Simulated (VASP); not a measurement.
# CuO (C2/c) in VASP: notebook

Runs on CuO. Level: RPBE+D4. Tasks: single point.

Everything below comes from runs of VASP 6.6.1. Logs are shortened: lines on timing, memory, paths and dates and some standing lists are left out, and cuts for length are marked.

### 1 The cell of the first run

It takes space group C2/c (No. 15, monoclinic). Conventional cell: a = 4.776 Å, b = 3.490 Å, c = 5.229 Å, α = 90.00°, β = 99.54°, γ = 90.00°. Cu (site symmetry -1) has 4 O at 1.99 to 2.00 Å within 2.6 Å. Within 2.7 Å of O (site symmetry 2) lie 4 Cu at 1.99 to 2.00 Å and 2 O at 2.68 Å.

### 2 Single point, RPBE+D4

The input, INCAR:

```
SYSTEM = CuO
PREC     = Accurate       ! precision mode
ENCUT    = 820            ! plane-wave cutoff, eV
EDIFF    = 1E-6           ! SCF threshold, eV
ISMEAR   = -1             ! smearing method
SIGMA    = 0.05           ! smearing width, eV
LREAL    = .FALSE.        ! projectors in reciprocal space
LASPH    = .TRUE.         ! aspherical terms in the spheres
NELM     = 120            ! most SCF steps
ALGO     = Normal         ! electronic algorithm
ISIF     = 2              ! what is computed and relaxed
LWAVE    = .FALSE.        ! write WAVECAR
LCHARG   = .TRUE.         ! write CHGCAR
GGA      = RP             ! functional
IVDW     = 13             ! dispersion correction
LELF     = .TRUE.         ! ELF
LVHAR    = .TRUE.       
NBANDS   = 33             ! bands
GGA_COMPAT= .FALSE.
```

The input, KPOINTS:

```
regular mesh
0
G
  10 10 5
  0 0 0
```

The input, POSCAR:

```
CuO
1.0
    2.3877802882     -1.7448634230      0.0000000000
    2.3877802882      1.7448634230      0.0000000000
   -0.8666988638      0.0000000000      5.1570684890
Cu O
2 2
Direct
    0.5000000000      0.0000000000      0.5000000000
    0.0000000000      0.5000000000      0.0000000000
    0.4184000000      0.5816000000      0.7500000000
    0.5816000000      0.4184000000      0.2500000000
```

Potentials or basis: VASP PAW PBE potentials, release 64 (Cu_sv_GW, O).

Run with:

```sh
$ cat potpaw_PBE.64/Cu_sv_GW/POTCAR potpaw_PBE.64/O/POTCAR > POTCAR
$ mpirun -np 1 vasp_std > vasp.out
```

OUTCAR:

```text
SYSTEM = CuO
   PREC = Accurate
   ENCUT = 820
   EDIFF = 1E-6
   ISMEAR = -1
   LREAL = .FALSE.
   LASPH = .TRUE.
   NELM = 120
   ISIF = 2
   GGA = RP
   IVDW = 13

 ion  position               nearest neighbor table
   1  0.500  0.000  0.500-   3 1.99   4 1.99   4 2.00   3 2.00
   2  0.000  0.500  0.000-   4 1.99   3 1.99   4 2.00   3 2.00
   3  0.418  0.582  0.750-   2 1.99   1 1.99   2 2.00   1 2.00
   4  0.582  0.418  0.250-   1 1.99   2 1.99   2 2.00   1 2.00

  LATTYP: Found a base centered monoclinic cell.
 ALAT       =     4.7755605764
 B/A-ratio  =     0.7307470589
 C/A-ratio  =     1.0950317057
 COS(beta)  =    -0.1657361228

  Lattice vectors:

 A1 = (   2.3877802882,  -1.7448634230,   0.0000000000)
 A2 = (   2.3877802882,   1.7448634230,   0.0000000000)
 A3 = (  -0.8666988638,   0.0000000000,   5.1570684890)

Analysis of symmetry for initial positions (statically):
=====================================================================
 Subroutine PRICEL returns:
 Original cell was already a primitive cell.

 Routine SETGRP: Setting up the symmetry group for a
 base centered monoclinic supercell.

 Subroutine GETGRP returns: Found  4 space group operations
 (whereof  2 operations were pure point group operations)
 out of a pool of  4 trial point group operations.

The static configuration has the point symmetry S_2 .
 The point group associated with its full space group is C_2h.

Analysis of symmetry for dynamics (positions and initial velocities):
=====================================================================
 Subroutine PRICEL returns:
 Original cell was already a primitive cell.

 Routine SETGRP: Setting up the symmetry group for a
 base centered monoclinic supercell.

 Subroutine GETGRP returns: Found  4 space group operations
 (whereof  2 operations were pure point group operations)
 out of a pool of  4 trial point group operations.

The dynamic configuration has the point symmetry S_2 .
 The point group associated with its full space group is C_2h.

 Subroutine INISYM returns: Found  4 space group operations
 (whereof  2 operations are pure point group operations),
 and found     1 'primitive' translations

----------------------------------------------------------------------------------------

                                     Primitive cell

  volume of cell :      42.9723

  direct lattice vectors                    reciprocal lattice vectors
     2.387780288 -1.744863423  0.000000000     0.209399501 -0.286555379  0.035191759
     2.387780288  1.744863423  0.000000000     0.209399501  0.286555379  0.035191759
    -0.866698864  0.000000000  5.157068489     0.000000000  0.000000000  0.193908613

  length of vectors
     2.957370973  2.957370973  5.229390244     0.356651926  0.356651926  0.193908613

  position of ions in fractional coordinates (direct lattice)
     0.500000000  0.000000000  0.500000000
     0.000000000  0.500000000  0.000000000
     0.418400000  0.581600000  0.750000000
     0.581600000  0.418400000  0.250000000

  ion indices of the primitive-cell ions
   primitive index   ion index
                 1           1
                 2           2
                 3           3
                 4           4

----------------------------------------------------------------------------------------

 KPOINTS: regular mesh

Automatic generation of k-mesh.
 Grid dimensions read from file:
 generate k-points for:   10   10    5

 Generating k-lattice:

  Cartesian coordinates                     Fractional coordinates (reciprocal lattice)
     0.020939950 -0.028655538  0.003519176     0.100000000  0.000000000  0.000000000
     0.020939950  0.028655538  0.003519176     0.000000000  0.100000000  0.000000000
     0.000000000  0.000000000  0.038781723     0.000000000  0.000000000  0.200000000

  Length of vectors
     0.035665193  0.035665193  0.038781723

  Shift w.r.t. Gamma in fractional coordinates (k-lattice)
     0.000000000  0.000000000  0.000000000

 Subroutine IBZKPT returns following result:
 ===========================================

 Found    141 irreducible k-points:

 Following reciprocal coordinates:
            Coordinates               Weight
  0.000000  0.000000  0.000000      1.000000
  0.100000 -0.000000 -0.000000      4.000000
  0.200000 -0.000000 -0.000000      4.000000
  0.300000 -0.000000 -0.000000      4.000000
  0.400000  0.000000 -0.000000      4.000000
  0.500000 -0.000000 -0.000000      2.000000
[... 16 lines left out ...]
  0.300000  0.300000 -0.000000      2.000000
  0.400000  0.300000 -0.000000      4.000000
 [... further k-points ...]
   k-points           NKPTS =    141   k-points in BZ     NKDIM =    141   number of bands    NBANDS=     33
   number of dos      NEDOS =    301   number of ions     NIONS =      4
   total plane-waves  NPLWV =  39200
   dimension x,y,z NGX =    28 NGY =   28 NGZ =   50
   dimension x,y,z NGXF=    56 NGYF=   56 NGZF=  100
   ions per type =               2   2
   NGX,Y,Z   is equivalent  to a cutoff of  15.74, 15.74, 15.90 a.u.
   NGXF,Y,Z  is equivalent  to a cutoff of  31.48, 31.48, 31.79 a.u.
 SYSTEM =  CuO
   PREC   = accura    normal or accurate (medium, high low for compatibility)
   ISTART =      0    job   : 0-new  1-cont  2-samecut
   ICHARG =      2    charge: 1-file 2-atom 10-const
   ISPIN  =      1    spin polarized calculation?
   LNONCOLLINEAR =      F non collinear calculations
   LSORBIT =      F    spin-orbit coupling
   LASPH  =      T    aspherical Exc in radial PAW
   ENCUT  =  820.0 eV  60.27 Ry    7.76 a.u.   6.91  6.91 12.21*2*pi/ulx,y,z
   NELM   =    120;   NELMIN=  2; NELMDL= -5     # of ELM steps
   EDIFF  = 0.1E-05   stopping-criterion for ELM
   LREAL  =      F    real-space projection
   EDIFFG = 0.1E-04   stopping-criterion for IOM
   NSW    =      0    number of steps for IOM
   IBRION =     -1    ionic relax: 0-MD 1-quasi-New 2-CG
   NFREE  =      0    steps in history (QN), initial steepest desc. (CG)
   ISIF   =      2    stress and relaxation
   ISYM   =      2    0-nonsym 1-usesym 2-fastsym
   POTIM  = 0.5000    time-step for ionic-motion
   TEBEG  =    0.0;   TEEND  =   0.0 temperature during run
   PSTRESS=    0.0 pullay stress
   NELECT =      50.0000    total number of electrons
   NUPDOWN=      -1.0000    fix difference up-down
   EMIN   =  10.00;   EMAX   =-10.00  energy-range for DOS
   EFERMI =   0.00;   METHOD = LEGACY
   ISMEAR =    -1;   SIGMA  =   0.05  broadening in eV -4-tet -1-fermi 0-gaus
   EFERMI_NEDOS =   21; number of points for ismear=-14 and -15
   IALGO  =     38    algorithm
   IMIX   =      4    mixing-type and parameters
     AMIX     =   0.40;   BMIX     =  1.00
     AMIX_MAG =   1.60;   BMIX_MAG =  1.00
  volume/ion in A,a.u.               =      10.74        72.50
  Fermi-wavevector in a.u.,A,eV,Ry     =   1.721876  3.253874 40.339339  2.964858
  Thomas-Fermi vector in A             =   2.798046
   LORBIT       =      0    0 simple, 1 ext, 2 COOP (PROOUT), +10 PAW based schemes
   GGA     = RP    functional components
   LHFCALC =     F    Hartree Fock is set to
   AEXX    =    0.0000 exact exchange contribution
   IVDW    =    13    specifies the selected vdW correction
   LEPSILON=     F    determine dielectric tensor
   LRPA    =     F    only Hartree local field effects (RPA)
 non-spin polarized calculation
  energy-cutoff  :      820.00
  volume of cell :       42.97
 maximum number of plane-waves:      2313
   NGX = 13   NGY = 13   NGZ = 25

 number of electron      49.9999995 magnetization

 Free energy of the ion-electron system (eV)
  ---------------------------------------------------
  ext. energy  EPLUGINS =         0.00000000
  ---------------------------------------------------
  free energy    TOTEN  =       -17.99082909 eV

  energy without entropy =      -17.97068545  energy(sigma->0) =      -17.98075727

 E-fermi :   5.1562     XC(G=0): -11.6887

 val. band max:        5.1504515294   @ k =   0.5000   0.2000   0.4000
 cond. band min:       5.1606478042   @ k =   0.5000  -0.0000  -0.0000
 fundamental gap:      0.0101962747
 Fermi energy:         5.1561680557

 k-point     1 :       0.0000    0.0000    0.0000
  band No.  band energies     occupation
      1    -107.4088      2.00000
      2    -107.4083      2.00000
      3     -64.8582      2.00000
      4     -64.8581      2.00000
      5     -64.8323      2.00000
      6     -64.8258      2.00000
[... 25 lines left out ...]
     32      21.3268      0.00000
     33      21.6229      0.00000

 k-point     2 :       0.1000   -0.0000   -0.0000
  band No.  band energies     occupation
      1    -107.4087      2.00000
      2    -107.4083      2.00000
      3     -64.8590      2.00000
      4     -64.8581      2.00000
      5     -64.8322      2.00000
      6     -64.8260      2.00000
[... 25 lines left out ...]
     32      20.7242      0.00000
     33      21.7302      0.00000

 k-point     3 :       0.2000   -0.0000   -0.0000
  band No.  band energies     occupation
      1    -107.4085      2.00000
      2    -107.4082      2.00000
      3     -64.8614      2.00000
      4     -64.8582      2.00000
      5     -64.8316      2.00000
      6     -64.8264      2.00000
[... 25 lines left out ...]
     32      19.9294      0.00000
     33      21.1980      0.00000

 k-point     4 :       0.3000   -0.0000   -0.0000
  band No.  band energies     occupation
      1    -107.4083      2.00000
      2    -107.4081      2.00000
      3     -64.8644      2.00000
      4     -64.8582      2.00000
      5     -64.8309      2.00000
      6     -64.8272      2.00000
[... 673 lines left out ...]
     32      18.5914      0.00000
     33      18.7424      0.00000

 k-point    23 :       0.3000    0.3000   -0.0000
  band No.  band energies     occupation
      1    -107.4082      2.00000
      2    -107.4078      2.00000
      3     -64.8654      2.00000
      4     -64.8633      2.00000
      5     -64.8316      2.00000
      6     -64.8265      2.00000
[... 25 lines left out ...]
     32      19.3195      0.00000
     33      19.8110      0.00000

 k-point    24 :       0.4000    0.3000   -0.0000
  band No.  band energies     occupation
      1    -107.4079      2.00000
      2    -107.4076      2.00000
      3     -64.8671      2.00000
      4     -64.8638      2.00000
      5     -64.8313      2.00000
      6     -64.8267      2.00000
[... 25 lines left out ...]
     32      18.1367      0.00000
     33      19.3388      0.00000

 [... further k-points ...]

------------------------ aborting loop because EDIFF is reached ----------------------------------------

  DFT-D4 for vdW energy calculation

  Edisp (eV):   -2.61191

  FORCE on cell =-STRESS in cart. coord.  units (eV):
  Direction    XX          YY          ZZ          XY          YZ          ZX
  --------------------------------------------------------------------------------------
  -------------------------------------------------------------------------------------
  Total      -2.20855    -1.57761    -2.59906     0.00000     0.00000    -0.12219
  in kB     -82.34350   -58.81962   -96.90313     0.00000     0.00000    -4.55569
  external pressure =      -79.36 kB  Pullay stress =        0.00 kB

 VOLUME and BASIS-vectors are now :
 -----------------------------------------------------------------------------
  energy-cutoff  :      820.00
  volume of cell :       42.97
      direct lattice vectors                 reciprocal lattice vectors
     2.387780288 -1.744863423  0.000000000     0.209399501 -0.286555379  0.035191759
     2.387780288  1.744863423  0.000000000     0.209399501  0.286555379  0.035191759
    -0.866698864  0.000000000  5.157068489     0.000000000  0.000000000  0.193908613

 POSITION                                       TOTAL-FORCE (eV/Angst)
 -----------------------------------------------------------------------------------
      0.76054     -0.87243      2.57853         0.000000     -0.000000      0.000000
      1.19389      0.87243      0.00000         0.000000      0.000000      0.000000
      1.73776      0.28476      3.86780         0.000000     -0.339848      0.000000
      2.17111     -0.28476      1.28927        -0.000000      0.339848      0.000000
 -----------------------------------------------------------------------------------
    total drift:                                0.000000      0.000000      0.000000

  FREE ENERGIE OF THE ION-ELECTRON SYSTEM (eV)
  ---------------------------------------------------
  free  energy   TOTEN  =       -20.6027346994 eV

  energy  without entropy=      -20.5825910577  energy(sigma->0) =      -20.59266288
```

Run time: 7.4 min. Hardware: 1 thread of Intel Xeon Platinum 8259CL at 2.50GHz (Skylake/Cascade Lake), shared host; peak memory 0.48 GiB.

What came out:

* Free energy: -20.6027 eV
* Pressure: -7.9 GPa
* Largest force: 0.340 eV/Å
* Band gap on the k mesh: zero (bands 25 and 26 overlap by 0.59 eV)
* Dispersion energy per atom: -0.653 eV

Forces on the atoms (eV/Å):
```
Cu   0.000  0.000  0.000
Cu   0.000  0.000  0.000
O    0.000 -0.340  0.000
O    0.000  0.340  0.000
```

Stress tensor (GPa, compression positive):
```
-8.23  0.00 -0.46
 0.00 -5.88  0.00
-0.46  0.00 -9.69
```

Caveat: the cell stands under tension; the PAW data sets were made with another functional, which shifts forces and pressure a little; semilocal functionals often make such compounds metallic where correlation or magnetic order opens a gap, which also shifts bond lengths. With open d or f shells a metallic result of RPBE can be an artefact of self-interaction; +U or a hybrid may open a gap.

### 3 Single point, RPBE+D4

This run uses another cell than the first one, of 10.54 Å³/atom.

The input, INCAR:

```
SYSTEM = CuO
PREC = Accurate
ENCUT = 820
EDIFF = 1E-6
ISMEAR = -1
SIGMA = 0.05
LREAL = .FALSE.
LASPH = .TRUE.
NELM = 120
ALGO = Normal
ISIF = 2
LWAVE = .FALSE.
LCHARG = .FALSE.
GGA = RP
IVDW = 13
NBANDS = 33
GGA_COMPAT = .FALSE.
```

KPOINTS is that of step 2.

The input, POSCAR:

```
CuO
1.0
    2.3726673498     -1.7338196878      0.0000000000
    2.3726673498      1.7338196878      0.0000000000
   -0.8612132810      0.0000000000      5.1244279405
Cu O
2 2
Direct
    0.5000000000      0.0000000000      0.5000000000
    0.0000000000      0.5000000000      0.0000000000
    0.4184000000      0.5816000000      0.7500000000
    0.5816000000      0.4184000000      0.2500000000
```

Potentials or basis: VASP PAW PBE potentials, release 64 (Cu_sv_GW, O).

Run with:

```sh
$ cat potpaw_PBE.64/Cu_sv_GW/POTCAR potpaw_PBE.64/O/POTCAR > POTCAR
$ mpirun -np 1 vasp_std > vasp.out
```

It took 8.4 min on 1 thread of AMD EPYC 7R13 (Zen 3), shared host; peak memory 0.43 GiB.

Results (log left out):

```
Free energy                : -20.6322 eV
Pressure                   : -5.3 GPa
Largest force              : 0.291 eV/Å
Band gap on the k mesh     : zero (bands 25 and 26 overlap by 0.59 eV)
Dispersion energy per atom : -0.664 eV
```

Forces on the atoms (eV/Å):
```
Cu   0.000  0.000  0.000
Cu   0.000  0.000  0.000
O    0.000 -0.291  0.000
O    0.000  0.291  0.000
```

Stress tensor (GPa, compression positive):
```
-5.48  0.00 -0.83
 0.00 -3.85  0.00
-0.83  0.00 -6.55
```

Levels at points of the mesh, in eV from the Fermi level:
| k point | band 21 | band 22 | band 23 | band 24 | band 25 | band 26 | band 27 | band 28 | band 29 | band 30 |
| --- | --- | --- | --- | --- | --- | --- | --- | --- | --- | --- |
| (0.00, 0.00, 0.00) | -2.26 | -2.11 | -2.05 | -1.59 | 0.20 | 0.90 | 1.59 | 6.01 | 7.96 | 13.24 |
| (0.50, 0.00, 0.00) | -1.95 | -1.53 | -1.44 | -1.36 | 0.01 | 0.26 | 4.91 | 6.17 | 6.79 | 10.95 |
| (0.50, 0.50, 0.00) | -2.04 | -2.02 | -1.62 | -1.17 | -0.64 | 1.02 | 3.47 | 6.99 | 8.47 | 9.76 |

Caveat: the cell stands under tension; the PAW data sets were made with another functional, which shifts forces and pressure a little; semilocal functionals often make such compounds metallic where correlation or magnetic order opens a gap, which also shifts bond lengths. With open d or f shells a metallic result of RPBE can be an artefact of self-interaction; +U or a hybrid may open a gap.
